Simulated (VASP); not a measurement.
Here is a VASP 6.6.1 calculation.

Contents of INCAR:

```
PREC = Accurate
ENCUT = 520
EDIFF = 1E-7
ISMEAR = 0
SIGMA = 0.1
LREAL = False
LASPH = True
NELM = 60
ALGO = Normal
ISIF = 2
LWAVE = False
LCHARG = False
GGA = PS
NBANDS = 14
```

KPOINTS

```
Automatic mesh
0
Gamma
  8 8 8
```

Contents of POSCAR:

```
HfN
1.0
    0.0000000000      2.2524490518      2.2524490518
    2.2524490518      0.0000000000      2.2524490518
    2.2524490518      2.2524490518      0.0000000000
Hf N
1 1
Direct
    0.5000000000      0.5000000000      0.5000000000
    0.0000000000      0.0000000000      0.0000000000
```

Potentials or basis: VASP PAW PBE potentials, release 64 (Hf_pv, N).

Command:

```bash
$ cat potpaw_PBE.64/Hf_pv/POTCAR potpaw_PBE.64/N/POTCAR > POTCAR
$ mpirun -np 1 vasp_std > vasp.out
```

(1) Predict the pressure.

Results:

(1) -2.6 GPa.

Caveat: the PAW data sets were made with another functional, which shifts forces and pressure a little.
